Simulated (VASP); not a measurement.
A run of VASP 6.6.1:

INCAR

```
PREC = Accurate
ENCUT = 520
EDIFF = 1E-7
ISMEAR = 0
SIGMA = 0.05
LREAL = F
LASPH = T
NELM = 150
ALGO = Normal
ISIF = 2
LWAVE = F
LCHARG = F
ISPIN = 2
MAGMOM = 0.5 0 0
LORBIT = 11
LMAXMIX = 4
LDAU = T
LDAUTYPE = 2
LDAUL = 2 -1
LDAUU = 4.9 0
LDAUJ = 0 0
LDAUPRINT = 1
GGA = CA
NBANDS = 24
```

The input KPOINTS:

```
regular mesh
0
Gamma
  4 4 3
```

Contents of POSCAR:

```
MnBr2
1.0
    3.8258920574      0.0000000000      0.0000000000
   -1.9129460287      3.3133197139      0.0000000000
    0.0000000000      0.0000000000      6.1709537350
Mn Br
1 2
Direct
    0.0000000000      0.0000000000      0.0000000000
    0.3333333333      0.6666666667      0.2434265097
    0.6666666667      0.3333333333      0.7565734903
```

Potentials or basis: VASP PAW LDA potentials, release 64 (Mn_pv, Br).

Launch:

```sh
$ cat potpaw_LDA.64/Mn_pv/POTCAR potpaw_LDA.64/Br/POTCAR > POTCAR
$ mpirun -np 1 vasp_std > vasp.out
```

Hardware: 1 thread of Oxide Virtual Turin-like Processor, on a shared host.

Question: How long does it take, and how much memory?

Answer: It took 2.4 min on 1 thread of Oxide Virtual Turin-like Processor, on a shared host, peak memory 0.15 GiB. Counts: scf iterations 41, k points 9.
